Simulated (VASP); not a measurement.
The system is Te.

```
Te
1.0
    -2.95779    3.87597    1.53515
     2.95779   -3.87597    1.53515
     2.95779    3.87597   -1.53515
Te
2
Direct
  0.99907 0.24907 0.75000
  0.00093 0.75093 0.25000
```

Base run:

```yaml
Program: VASP 6.6.1
Functional: PBEsol
Potentials_or_basis: VASP PAW PBE potentials, release 64 (Te)
Cutoff: 520 eV
k_mesh: 7 × 7 × 7
Occupations: gaussian, width 0.1 eV
Spin: no spin polarisation
```

Its results: band gap on the k mesh zero (bands 6 and 7 overlap by 4.04 eV); pressure -1.3 GPa.

Task: The run is repeated on the same cell with these changes: k mesh from 7 × 7 × 7 to 5 × 5 × 5. What comes out?

Result: Band gap on the k mesh zero (bands 6 and 7 overlap by 3.36 eV); pressure -1.8 GPa.

Caveats: some runs use coarse meshes; the PAW data sets were made with another functional, which shifts forces and pressure a little; spin-orbit coupling is left out, which moves the levels of the heavy elements.
